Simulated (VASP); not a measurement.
# BN: relaxation of the atoms with LDA

Crystal: BN.

```
CELL_PARAMETERS angstrom
2.30596 0.00000 0.00000
-1.15298 2.15498 0.00000
0.00000 0.00000 6.49527
ATOMIC_POSITIONS crystal
B 0.33333 0.66667 0.25000
B 0.66667 0.33333 0.75000
N 0.33333 0.66667 0.75000
N 0.66667 0.33333 0.25000
```

This cell differs from its parent crystal: normal strain along x -0.0733, normal strain along z +0.0000.

```json
{
  "Program": "VASP 6.6.1",
  "Task": "relaxation of the atoms",
  "Functional": "LDA",
  "Potentials or basis": "VASP PAW LDA potentials, release 64 (B, N)",
  "Cutoff": "520 eV",
  "k mesh": "12 × 12 × 4",
  "Occupations": "gaussian, width 0.05 eV",
  "Spin": "no spin polarisation",
  "Dipole correction": "no",
  "Further INCAR settings": "ALGO = Normal; EDIFF = 1e-06; IBRION = 2; EDIFFG = -0.01; NSW = 50"
}
```

```yaml
Energy_gained_by_relaxing: 12.0 meV/atom
Ionic_steps: 7
Pressure_after_relaxing: 34.7 GPa
Largest_force_after_relaxing: 0.006 eV/Å
Band_gap_on_the_k_mesh: 3.58 eV (least direct gap 4.57 eV)
```

Forces on the atoms (eV/Å):
```
B    0.000 -0.006  0.000
B    0.000  0.006  0.000
N    0.000  0.006  0.000
N    0.000 -0.006  0.000
```

Stress tensor (GPa, compression positive):
```
82.46  0.00  0.00
 0.00 21.84  0.00
 0.00  0.00 -0.11
```

The path:
| step | energy change (eV) | largest force (eV/Å) | pressure (GPa) |
| --- | --- | --- | --- |
| 1 | 0.0000 | 1.6069 | 36.19 |
| 2 | 0.9142 | 8.1414 | 39.79 |
| 3 | -0.0481 | 0.0209 | 34.73 |
| 4 | -0.0481 | 0.0246 | 34.74 |
| 5 | -0.0481 | 0.0238 | 34.74 |
| 6 | -0.0482 | 0.0202 | 34.74 |
| 7 | -0.0482 | 0.0060 | 34.73 |

Final structure:
```
B N
1.0
     2.30596    0.00000    0.00000
    -1.15298    2.15498    0.00000
     0.00000    0.00000    6.49527
B N
2 2
Direct
  0.33654 0.67307 0.25000
  0.66346 0.32693 0.75000
  0.33703 0.67406 0.75000
  0.66297 0.32594 0.25000
```

Levels at points of the mesh, in eV from the valence-band top:
```tsv
k point	band 6	band 7	band 8	band 9	band 10	band 11
(0.00, 0.00, 0.00)	-1.89	-0.55	-0.52	4.85	10.56	11.46
(0.50, 0.00, 0.00)	-4.86	-1.52	-0.43	4.40	5.94	10.04
(0.00, 0.50, 0.00)	-3.26	-2.19	-0.99	3.58	5.43	11.02
(0.00, 0.00, 0.50)	-1.91	-0.53	-0.53	7.50	7.50	11.77
(0.50, 0.00, 0.50)	-4.90	-0.95	-0.95	4.91	4.91	10.43
(0.00, 0.50, 0.50)	-3.29	-1.57	-1.57	4.21	4.21	12.52
```

Run time: 2.3 min on 1 thread of Oxide Virtual Turin-like Processor, with other jobs on the host, peak memory 0.12 GiB.

Caveat: the cell differs from its parent crystal (normal strain along x -0.0733, normal strain along z +0.0000). A k mesh can miss the band edges.
